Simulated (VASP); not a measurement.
# Y (I4/mmm) in VASP: further runs

The runs below take Y through single point, with r2SCAN.

Program: VASP 6.6.1. These are calculated values, not measurements. Logs are shortened: lines on timing, memory, paths and dates and some standing lists are left out, and cuts for length are marked.

### Step 1. The cell of the first run

Symmetry: I4/mmm, No. 139, tetragonal system. The conventional cell has a = 3.374 Å, b = 3.374 Å, c = 5.169 Å, α = 90.00°, β = 90.00°, γ = 90.00°. Y (site symmetry 4/mmm) has 12 Y at 3.37 to 3.52 Å within 4.4 Å.

### Step 2. Single point, r2SCAN (strain -0.040 along x and y, +0.040 along z)

File POSCAR:

```
Y
1.0
    0.0000000000      2.3856000000      2.5844000000
    2.3856000000      0.0000000000      2.5844000000
    2.3856000000      2.3856000000      0.0000000000
Y
1
Direct
    0.0000000000      0.0000000000      0.0000000000
```

File INCAR.step1:

```
SYSTEM = Y
PREC = Accurate
ENCUT = 520
ISMEAR = 0
SIGMA = 0.15
LREAL = .False.
LASPH = .True.
NELM = 60
NBANDS = 12
GGA = PE
ALGO = Normal
EDIFF = 1E-4
LWAVE = .True.
LCHARG = .False.
```

File INCAR.step2:

```
SYSTEM = Y
PREC = Accurate
ENCUT = 520
EDIFF = 1E-6
ISMEAR = 0
SIGMA = 0.15
LREAL = .False.
LASPH = .True.
NELM = 60
ALGO = Normal
ISIF = 2
LWAVE = .False.
LCHARG = .False.
METAGGA = R2SCAN
LMIXTAU = .True.
NBANDS = 12
ISTART = 1
```

File KPOINTS:

```
regular mesh
0
Gamma
  16 16 16
  0 0 0
```

Potentials or basis: VASP PAW PBE potentials, release 64 (Y_sv).

On the command line:

```console
$ cat potpaw_PBE.64/Y_sv/POTCAR > POTCAR
$ cp INCAR.step1 INCAR
$ mpirun -np 1 vasp_std > vasp.out
$ cp INCAR.step2 INCAR
$ mpirun -np 1 vasp_std > vasp.out
```

OUTCAR:

```text
SYSTEM = Y
   PREC = Accurate
   ENCUT = 520
   EDIFF = 1E-6
   ISMEAR = 0
   LREAL = .False.
   LASPH = .True.
   NELM = 60
   ISIF = 2
   METAGGA = R2SCAN
   ISTART = 1

 ion  position               nearest neighbor table
   1  0.000  0.000  0.000-

  LATTYP: Found a body centered tetragonal cell.
 ALAT       =     3.3737478744
 C/A-ratio  =     1.5320646926

  Lattice vectors:

 A1 = (  -2.3856000000,   0.0000000000,   2.5844000000)
 A2 = (   2.3856000000,   0.0000000000,   2.5844000000)
 A3 = (   0.0000000000,   2.3856000000,  -2.5844000000)

Analysis of symmetry for initial positions (statically):
=====================================================================
 Subroutine PRICEL returns:
 Original cell was already a primitive cell.

 Routine SETGRP: Setting up the symmetry group for a
 body centered tetragonal supercell.

 Subroutine GETGRP returns: Found 16 space group operations
 (whereof 16 operations were pure point group operations)
 out of a pool of 16 trial point group operations.

The static configuration has the point symmetry D_4h.

Analysis of symmetry for dynamics (positions and initial velocities):
=====================================================================
 Subroutine PRICEL returns:
 Original cell was already a primitive cell.

 Routine SETGRP: Setting up the symmetry group for a
 body centered tetragonal supercell.

 Subroutine GETGRP returns: Found 16 space group operations
 (whereof 16 operations were pure point group operations)
 out of a pool of 16 trial point group operations.

The dynamic configuration has the point symmetry D_4h.

 Subroutine INISYM returns: Found 16 space group operations
 (whereof 16 operations are pure point group operations),
 and found     1 'primitive' translations

----------------------------------------------------------------------------------------

                                     Primitive cell

  volume of cell :      29.4161

  direct lattice vectors                    reciprocal lattice vectors
     0.000000000  2.385600000  2.584400000    -0.209590879  0.209590879  0.193468503
     2.385600000  0.000000000  2.584400000     0.209590879 -0.209590879  0.193468503
     2.385600000  2.385600000  0.000000000     0.209590879  0.209590879 -0.193468503

  length of vectors
     3.517131035  3.517131035  3.373747874     0.353958662  0.353958662  0.353958662

[... 85 lines left out ...]
   ISYM   =      2    0-nonsym 1-usesym 2-fastsym
   POTIM  = 0.5000    time-step for ionic-motion
   TEBEG  =    0.0;   TEEND  =   0.0 temperature during run
   PSTRESS=    0.0 pullay stress
   NELECT =      11.0000    total number of electrons
   NUPDOWN=      -1.0000    fix difference up-down
   EMIN   =  10.00;   EMAX   =-10.00  energy-range for DOS
   EFERMI =   0.00;   METHOD = LEGACY
   ISMEAR =     0;   SIGMA  =   0.15  broadening in eV -4-tet -1-fermi 0-gaus
   EFERMI_NEDOS =   21; number of points for ismear=-14 and -15
   IALGO  =     38    algorithm
   IMIX   =      4    mixing-type and parameters
     AMIX     =   0.40;   BMIX     =  1.00
     AMIX_MAG =   1.60;   BMIX_MAG =  1.00
  volume/ion in A,a.u.               =      29.42       198.51
  Fermi-wavevector in a.u.,A,eV,Ry     =   1.179444  2.228826 18.926910  1.391089
  Thomas-Fermi vector in A             =   2.315755
   LORBIT       =      0    0 simple, 1 ext, 2 COOP (PROOUT), +10 PAW based schemes
   METAGGA = R2SCAN    functional components
   LHFCALC =     F    Hartree Fock is set to
   AEXX    =    0.0000 exact exchange contribution
   IVDW    =     0    specifies the selected vdW correction
   LEPSILON=     F    determine dielectric tensor
   LRPA    =     F    only Hartree local field effects (RPA)
 non-spin polarized calculation
 Gauss-broadening in eV      SIGMA  =   0.15
  energy-cutoff  :      520.00
  volume of cell :       29.42
 maximum number of plane-waves:       811
 NGX is ok and might be reduce to    28
   NGX = 13   NGY = 13   NGZ = 13

 number of electron      11.0000000 magnetization

 Free energy of the ion-electron system (eV)
  ---------------------------------------------------
  ext. energy  EPLUGINS =         0.00000000
  ---------------------------------------------------
  free energy    TOTEN  =       -20.16244379 eV

  energy without entropy =      -20.14612299  energy(sigma->0) =      -20.15428339

 E-fermi :   3.6591     XC(G=0): -10.5498

 val. band max:        3.6556683485   @ k =  -0.2500   0.4375   0.1875
 cond. band min:       3.6674287754   @ k =  -0.2500   0.3750   0.1250
 fundamental gap:      0.0117604269
 Fermi energy:         3.6590557924

 k-point     1 :       0.0000    0.0000    0.0000
  band No.  band energies     occupation
      1     -40.2886      2.00000
      2     -19.2346      2.00000
      3     -19.2346      2.00000
      4     -19.2243      2.00000
      5      -1.4588      2.00000
      6       5.3832      0.00000
      7       6.0794      0.00000
      8       6.0794      0.00000
      9       7.6052      0.00000
     10       8.7120      0.00000
     11      13.3272      0.00000
     12      16.0091      0.00000
[... 331 lines left out ...]
 k-point    24 :      -0.0625    0.0625    0.0000
  band No.  band energies     occupation
      1     -40.2768      2.00000
      2     -19.3299      2.00000
      3     -19.2438      2.00000
      4     -19.2357      2.00000
      5      -1.1449      2.00000
      6       5.5616      0.00000
      7       5.6066      0.00000
      8       6.2206      0.00000
      9       7.6840      0.00000
     10       8.3390      0.00000
     11      14.0622      0.00000
     12      16.3449      0.00000

 [... further k-points ...]

------------------------ aborting loop because EDIFF is reached ----------------------------------------

  FORCE on cell =-STRESS in cart. coord.  units (eV):
  Direction    XX          YY          ZZ          XY          YZ          ZX
  --------------------------------------------------------------------------------------
  -------------------------------------------------------------------------------------
  Total        1.1123662      1.1123662      0.8254884      0.0000000     -0.0000000      0.0000000
  in kB       60.5861543     60.5861543     44.9610628      0.0000000     -0.0000000      0.0000000
  external PRESSURE =      55.3777905 kB  Pullay stress =       0.0000000 kB

 VOLUME and BASIS-vectors are now :
 -----------------------------------------------------------------------------
  energy-cutoff  :      520.00
  volume of cell :       29.42
      direct lattice vectors                 reciprocal lattice vectors
     0.000000000  2.385600000  2.584400000    -0.209590879  0.209590879  0.193468503
     2.385600000  0.000000000  2.584400000     0.209590879 -0.209590879  0.193468503
     2.385600000  2.385600000  0.000000000     0.209590879  0.209590879 -0.193468503

 POSITION                                       TOTAL-FORCE (eV/Angst)
 -----------------------------------------------------------------------------------
      0.00000      0.00000      0.00000         0.000000      0.000000      0.000000
 -----------------------------------------------------------------------------------
    total drift:                               -0.000000     -0.000000     -0.000000

  FREE ENERGIE OF THE ION-ELECTRON SYSTEM (eV)
  ---------------------------------------------------
  free  energy   TOTEN  =       -20.1624437902 eV

  energy  without entropy=      -20.1461229924  energy(sigma->0) =      -20.15428339
```

Run time: 3.3 min. Hardware: 1 thread of Intel Xeon 6975P-C (Granite Rapids), shared host; peak memory 0.3 GiB.

Results:

| Quantity | Value |
| --- | --- |
| Free energy | -20.1624 eV |
| Pressure | 5.5 GPa |
| Band gap on the k mesh | zero (an odd number of electrons rules out a gap without spin polarisation) |

Stress tensor (GPa, compression positive):
```
6.06 0.00 0.00
0.00 6.06 0.00
0.00 0.00 4.50
```

Caveat: the cell differs from its parent crystal (strain -0.040 along x and y, +0.040 along z); the cell stands under pressure; the PAW data sets were made with another functional, which shifts forces and pressure a little.

### Step 3. Single point, r2SCAN (strain -0.040 along x and y, +0.080 along z)

File POSCAR:

```
Y
1.0
    0.0000000000      2.3856000000      2.6838000000
    2.3856000000      0.0000000000      2.6838000000
    2.3856000000      2.3856000000      0.0000000000
Y
1
Direct
    0.0000000000      0.0000000000      0.0000000000
```

File INCAR.step1:

```
SYSTEM = Y
PREC     = Accurate       ! precision mode
ENCUT    = 520            ! plane-wave cutoff, eV
ISMEAR   = 0              ! smearing method
SIGMA    = 0.15           ! smearing width, eV
LREAL    = .False.        ! projectors in reciprocal space
LASPH    = .True.         ! aspherical terms in the spheres
NELM     = 80             ! most SCF steps
NBANDS   = 12             ! bands
GGA      = PE             ! functional
ALGO     = Normal         ! electronic algorithm
EDIFF    = 1E-4           ! SCF threshold, eV
LWAVE    = .True.         ! write WAVECAR
LCHARG   = .False.        ! write CHGCAR
```

File INCAR.step2:

```
SYSTEM = Y
PREC     = Accurate       ! precision mode
ENCUT    = 520            ! plane-wave cutoff, eV
EDIFF    = 1E-7           ! SCF threshold, eV
ISMEAR   = 0              ! smearing method
SIGMA    = 0.15           ! smearing width, eV
LREAL    = .False.        ! projectors in reciprocal space
LASPH    = .True.         ! aspherical terms in the spheres
NELM     = 80             ! most SCF steps
ALGO     = Normal         ! electronic algorithm
ISIF     = 2              ! what is computed and relaxed
LWAVE    = .False.        ! write WAVECAR
LCHARG   = .True.         ! write CHGCAR
METAGGA  = R2SCAN         ! meta-GGA
LMIXTAU  = .True.       
LELF     = .True.         ! ELF
LVHAR    = .True.       
NBANDS   = 12             ! bands
ISTART   = 1
```

KPOINTS is that of step 2.

Potentials or basis: VASP PAW PBE potentials, release 64 (Y_sv).

On the command line:

```console
$ cat potpaw_PBE.64/Y_sv/POTCAR > POTCAR
$ cp INCAR.step1 INCAR
$ mpirun -np 1 vasp_std > vasp.out
$ cp INCAR.step2 INCAR
$ mpirun -np 1 vasp_std > vasp.out
```

OUTCAR:

```text
SYSTEM = Y
   PREC = Accurate
   ENCUT = 520
   EDIFF = 1E-7
   ISMEAR = 0
   LREAL = .False.
   LASPH = .True.
   NELM = 80
   ISIF = 2
   METAGGA = R2SCAN
   ISTART = 1

 ion  position               nearest neighbor table
   1  0.000  0.000  0.000-

  LATTYP: Found a body centered tetragonal cell.
 ALAT       =     3.3737478744
 C/A-ratio  =     1.5909902577

  Lattice vectors:

[... 539 lines left out ...]
     10       8.1757      0.00000
     11      13.8284      0.00000
     12      15.6180      0.00000

 [... further k-points ...]

------------------------ aborting loop because EDIFF is reached ----------------------------------------

  FORCE on cell =-STRESS in cart. coord.  units (eV):
  Direction    XX          YY          ZZ          XY          YZ          ZX
  --------------------------------------------------------------------------------------
  -------------------------------------------------------------------------------------
  Total        0.8227485      0.8227485      0.3590144      0.0000000      0.0000000      0.0000000
  in kB       43.1521332     43.1521332     18.8298584      0.0000000      0.0000000      0.0000000
  external PRESSURE =      35.0447083 kB  Pullay stress =       0.0000000 kB

 VOLUME and BASIS-vectors are now :
 -----------------------------------------------------------------------------
  energy-cutoff  :      520.00
  volume of cell :       30.55
      direct lattice vectors                 reciprocal lattice vectors
     0.000000000  2.385600000  2.683800000    -0.209590879  0.209590879  0.186303003
     2.385600000  0.000000000  2.683800000     0.209590879 -0.209590879  0.186303003
     2.385600000  2.385600000  0.000000000     0.209590879  0.209590879 -0.186303003

 POSITION                                       TOTAL-FORCE (eV/Angst)
 -----------------------------------------------------------------------------------
      0.00000      0.00000      0.00000         0.000000      0.000000      0.000000
 -----------------------------------------------------------------------------------
    total drift:                               -0.000000     -0.000000     -0.000000

  FREE ENERGIE OF THE ION-ELECTRON SYSTEM (eV)
  ---------------------------------------------------
  free  energy   TOTEN  =       -20.1850508977 eV

  energy  without entropy=      -20.1671617968  energy(sigma->0) =      -20.17610635
```

OUTCAR.step1:

```text
SYSTEM = Y
   PREC = Accurate
   ENCUT = 520
   ISMEAR = 0
   LREAL = .False.
   LASPH = .True.
[... 577 lines left out ...]
 POSITION                                       TOTAL-FORCE (eV/Angst)
 -----------------------------------------------------------------------------------
      0.00000      0.00000      0.00000        -0.000000     -0.000000      0.000000
 -----------------------------------------------------------------------------------
    total drift:                               -0.000000     -0.000000     -0.000000

  FREE ENERGIE OF THE ION-ELECTRON SYSTEM (eV)
  ---------------------------------------------------
  free  energy   TOTEN  =        -6.3736999705 eV

  energy  without entropy=       -6.3555810884  energy(sigma->0) =       -6.36464053
```

OSZICAR.step1:

```text
N       E                     dE             d eps       ncg     rms          rms(c)
DAV:   1     0.248343828202E+02    0.24834E+02   -0.56072E+03  8392   0.837E+02
DAV:   2    -0.523989289331E+01   -0.30074E+02   -0.29215E+02 10148   0.166E+02
DAV:   3    -0.651155970893E+01   -0.12717E+01   -0.12507E+01 12032   0.220E+01
DAV:   4    -0.654124428734E+01   -0.29685E-01   -0.29656E-01  9436   0.312E+00
DAV:   5    -0.654184084131E+01   -0.59655E-03   -0.59652E-03 10956   0.338E-01    0.231E+01
DAV:   6    -0.639704679063E+01    0.14479E+00   -0.18607E-01  9116   0.290E+00    0.141E+01
DAV:   7    -0.637724553886E+01    0.19801E-01   -0.27238E-01 10140   0.350E+00    0.123E+00
DAV:   8    -0.637386617320E+01    0.33794E-02   -0.34604E-02  9700   0.144E+00    0.228E-01
DAV:   9    -0.637372787604E+01    0.13830E-03   -0.68225E-04 10216   0.216E-01    0.871E-02
DAV:  10    -0.637369997049E+01    0.27906E-04   -0.12831E-04  6704   0.101E-01
   1 F= -.63737000E+01 E0= -.63646405E+01  d E =-.181189E-01
```

Wall time 4.9 min (1 thread of Intel Xeon 6975P-C (Granite Rapids), shared host); peak memory 0.29 GiB.

What came out:

| Item | Value |
| --- | --- |
| Free energy | -20.1851 eV |
| Pressure | 3.5 GPa |
| Band gap on the k mesh | zero (an odd number of electrons rules out a gap without spin polarisation) |

Stress tensor (GPa, compression positive):
```
4.32 0.00 0.00
0.00 4.32 0.00
0.00 0.00 1.88
```

Caveat: the cell differs from its parent crystal (strain -0.040 along x and y, +0.080 along z); the cell stands under pressure; the PAW data sets were made with another functional, which shifts forces and pressure a little.

### Step 4. Single point, r2SCAN (strain +0.040 along x and y, -0.080 along z)

File POSCAR:

```
Y
1.0
    0.0000000000      2.5844000000      2.2862000000
    2.5844000000      0.0000000000      2.2862000000
    2.5844000000      2.5844000000      0.0000000000
Y
1
Direct
    0.0000000000      0.0000000000      0.0000000000
```

File INCAR.step1:

```
ALGO     = Normal         # electronic algorithm
EDIFF    = 1E-4           # SCF threshold, eV
ENCUT    = 520            # plane-wave cutoff, eV
GGA      = PE             # functional
ISMEAR   = 0              # smearing method
LASPH    = T              # aspherical terms in the spheres
LCHARG   = F              # write CHGCAR
LREAL    = F              # projectors in reciprocal space
LWAVE    = T              # write WAVECAR
NBANDS   = 12             # bands
NELM     = 100            # most SCF steps
PREC     = Accurate       # precision mode
SIGMA    = 0.15           # smearing width, eV
```

File INCAR.step2:

```
ALGO     = Normal         # electronic algorithm
EDIFF    = 1E-6           # SCF threshold, eV
ENCUT    = 520            # plane-wave cutoff, eV
ISIF     = 2              # what is computed and relaxed
ISMEAR   = 0              # smearing method
ISTART   = 1            
LASPH    = T              # aspherical terms in the spheres
LCHARG   = T              # write CHGCAR
LELF     = T              # ELF
LMIXTAU  = T            
LREAL    = F              # projectors in reciprocal space
LVHAR    = T            
LWAVE    = F              # write WAVECAR
METAGGA  = R2SCAN         # meta-GGA
NBANDS   = 12             # bands
NELM     = 100            # most SCF steps
PREC     = Accurate       # precision mode
SIGMA    = 0.15           # smearing width, eV
```

File KPOINTS:

```
k-points
0
Gamma
  16 16 16
```

On the command line:

```console
$ cat potpaw_PBE.64/Y_sv/POTCAR > POTCAR
$ cp INCAR.step1 INCAR
$ mpirun -np 1 vasp_std > vasp.out
$ cp INCAR.step2 INCAR
$ mpirun -np 1 vasp_std > vasp.out
```

It took 3.3 min on 1 thread of Intel Xeon 6975P-C (Granite Rapids), shared host; peak memory 0.28 GiB.

Results (log left out):

* Free energy: -20.1873 eV
* Pressure: 3.7 GPa
* Band gap on the k mesh: zero (an odd number of electrons rules out a gap without spin polarisation)

Stress tensor (GPa, compression positive):
```
3.13 0.00 0.00
0.00 3.13 0.00
0.00 0.00 4.90
```

Levels at points of the mesh, in eV from the Fermi level:
```tsv
k point	band 2	band 3	band 4	band 5	band 6	band 7	band 8	band 9	band 10	band 11
(0.00, 0.00, 0.00)	-23.05	-23.04	-23.04	-5.09	1.89	1.89	2.78	3.61	4.86	9.66
(0.50, 0.00, 0.00)	-23.78	-23.18	-23.08	-2.10	0.66	1.29	2.60	5.55	6.34	9.06
(0.50, 0.50, 0.00)	-23.70	-23.38	-23.38	-1.94	-1.31	3.59	5.99	6.37	6.37	7.79
(0.50, 0.00, 0.50)	-23.73	-23.32	-23.18	-2.01	-0.72	1.76	5.74	5.86	6.80	8.48
```

Caveat: the cell differs from its parent crystal (strain +0.040 along x and y, -0.080 along z); the cell stands under pressure; the PAW data sets were made with another functional, which shifts forces and pressure a little.

### Step 5. The runs side by side

```csv
cell,gap on the mesh (eV),pressure (GPa)
"a = 3.517, b = 3.517, c = 3.374 Å, angles 61.3, 61.3, 57.3°, 1 atom",none,5.5
"a = 3.591, b = 3.591, c = 3.374 Å, angles 62.0, 62.0, 56.0°, 1 atom",none,3.5
"a = 3.450, b = 3.450, c = 3.655 Å, angles 58.0, 58.0, 64.0°, 1 atom",none,3.7
```

Alike in all rows: task single point; level r2SCAN; potentials or basis VASP PAW PBE potentials, release 64 (Y_sv); no spin polarisation; k mesh 16 × 16 × 16; cutoff (eV) 520; smearing gaussian 0.15 eV.

Caveats: the cell stands under pressure; the PAW data sets were made with another functional, which shifts forces and pressure a little.

Total energies depend on the potentials used, so only differences within one code and one set of settings carry meaning.
